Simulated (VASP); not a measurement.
Runs of VASP 6.6.1 on CdSe (krp). The structure is that of space group F-43m (No. 216), or close to it. The cells are those of the table. 

```csv
task,cell,k mesh,cutoff (eV),smearing,gap on the mesh (eV),pressure (GPa),relaxed volume (Å³/atom)
single point,"a = 4.342 Å, angles 60.0°, 2 atoms",6 × 6 × 6,520,gaussian 0.1 eV,(a),3.5,-
single point,"a = 4.444 Å, angles 60.0°, 2 atoms",10 × 10 × 10,520,gaussian 0.02 eV,0.58,0.2,-
relaxation of cell and atoms,"relaxed from a = 4.342 Å, angles 60.0°, 2 atoms",8 × 8 × 8,600,gaussian 0.02 eV,0.57,0.0,31.16
relaxation of cell and atoms,"relaxed from a = 4.444 Å, angles 60.0°, 2 atoms",10 × 10 × 10,600,gaussian 0.02 eV,0.57,0.0,31.16
single point,"a = 4.444 Å, angles 60.0°, 2 atoms",8 × 8 × 8,520,gaussian 0.02 eV,0.58,0.2,-
```

Alike in all rows: level RPBE; potentials or basis VASP PAW PBE potentials, release 64 (Cd, Se); no spin polarisation.

Q: Estimate the missing entries.

A: (a) 0.72.

Caveats: the PAW data sets were made with another functional, which shifts forces and pressure a little.

A k mesh can miss the band edges, and the runs leave out spin-orbit coupling on Cd, Se.
